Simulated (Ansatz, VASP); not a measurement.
**MnS in VASP and in Ansatz**

```
CELL_PARAMETERS angstrom
1.86943 1.07932 6.06750
-1.86943 1.07932 6.06750
0.00000 -2.15864 6.06750
ATOMIC_POSITIONS crystal
Mn 0.00000 0.00000 0.00000
Mn 0.50000 0.50000 0.50000
S 0.75000 0.75000 0.75000
S 0.25000 0.25000 0.25000
```

Alike in both runs: functional PBE; k mesh 8 × 8 × 8; occupations gaussian, width 0.05 eV; collinear spin; Hubbard terms Mn d U = 3.9 eV.

Ansatz relaxed the structure, and its values are those at the end. VASP's run is a single point on that final structure, the one shown.

```csv
,VASP,Ansatz
version,VASP 6.6.1,Ansatz 0.2.0
potentials or method,"VASP PAW PBE potentials, release 64 (Mn_pv, S), cutoff 520 eV","scalar-relativistic, plane waves, PAW"
valence electrons in the cell,38,42
```

Ansatz gave:

| Item | Value |
| --- | --- |
| gap on the k mesh at the Fermi level (eV) | 2.23 |
| least direct gap on the mesh (eV) | 2.72 |
| pressure (GPa) | 0.0 |
| net moment per atom (μB) | 0.00 |
| size of the moment on the site where the two differ most (μB) | 4.45 |

**Question.** Estimate VASP's values.

**Answer.** gap on the k mesh at the Fermi level (eV): 2.30; least direct gap on the mesh (eV): 2.80; pressure (GPa): -0.5; net moment per atom (μB): 0.00; size of the moment on the site where the two differ most (μB): 4.53.

Site moments also hang on the region over which each program counts them. The programs project onto different local orbitals, so the same U acts differently, and such runs can settle in different states. VASP's potentials hold 38 valence electrons a cell and Ansatz's 42, so a difference there can come from the potentials and not from the codes.
